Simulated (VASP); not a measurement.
A run of VASP 6.6.1 is set up as follows.

INCAR

```
SYSTEM = Zn
ALGO = Fast
EDIFF = 1E-6
ENCUT = 520
GGA = PE
ISIF = 2
ISMEAR = 1
LASPH = .TRUE.
LCHARG = .FALSE.
LREAL = .FALSE.
LWAVE = .FALSE.
NBANDS = 19
NELM = 100
PREC = Accurate
SIGMA = 0.025
```

Contents of KPOINTS:

```
k-points
0
G
  10 10 5
  0 0 0
```

The input POSCAR:

```
Zn
1.0
    2.6700000000      0.0000000000      0.0000000000
   -1.3350000000      2.3122878281      0.0000000000
    0.0000000000      0.0000000000      4.9660000000
Zn
2
Direct
    0.6666666667      0.3333333333      0.7500000000
    0.3333333333      0.6666666667      0.2500000000
```

Potentials or basis: VASP PAW PBE potentials, release 64 (Zn).

Launch:

```bash
$ cat potpaw_PBE.64/Zn/POTCAR > POTCAR
$ mpirun -np 1 vasp_std > vasp.out
```

Task: Estimate the band gap on the k mesh.

Result: Zero (band 12 reaches 4.15 eV, above the bottom of band 13 at -0.01 eV).

Task: Estimate the pressure.

Result: -0.4 GPa.

Stress tensor (GPa, compression positive):
```
-0.72  0.00  0.00
 0.00 -0.72  0.00
 0.00  0.00  0.13
```
